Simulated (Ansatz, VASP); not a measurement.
# Two plane-wave programs on Cu

```
Cu
1.0
    -1.28253    1.28315    1.81766
     1.28253   -1.28315    1.81766
     1.28253    1.28315   -1.81766
Cu
1
Cartesian
  0.0000 0.0000 0.0000
```

Alike in both runs: functional PBE; k mesh 10 × 10 × 10; occupations gaussian, width 0.1 eV; no spin polarisation.

Ansatz relaxed the structure, and its values are those at the end. VASP's run is a single point on that final structure, the one shown.

```csv
,VASP,Ansatz
version,VASP 6.6.1,Ansatz 0.2.0
potentials or method,"VASP PAW PBE potentials, release 64 (Cu), cutoff 520 eV","scalar-relativistic, plane waves, PAW"
valence electrons in the cell,11,19
```

|  | VASP | Ansatz | Ansatz less VASP |
| --- | --- | --- | --- |
| gap on the k mesh at the Fermi level (eV) | none | none | - |
| pressure (GPa) | 0.7 | 0.0 | -0.68 |

A gap of «none» marks a metal or a gap that the smearing closes. VASP's potentials hold 11 valence electrons a cell and Ansatz's 19, so a difference there can come from the potentials and not from the codes.
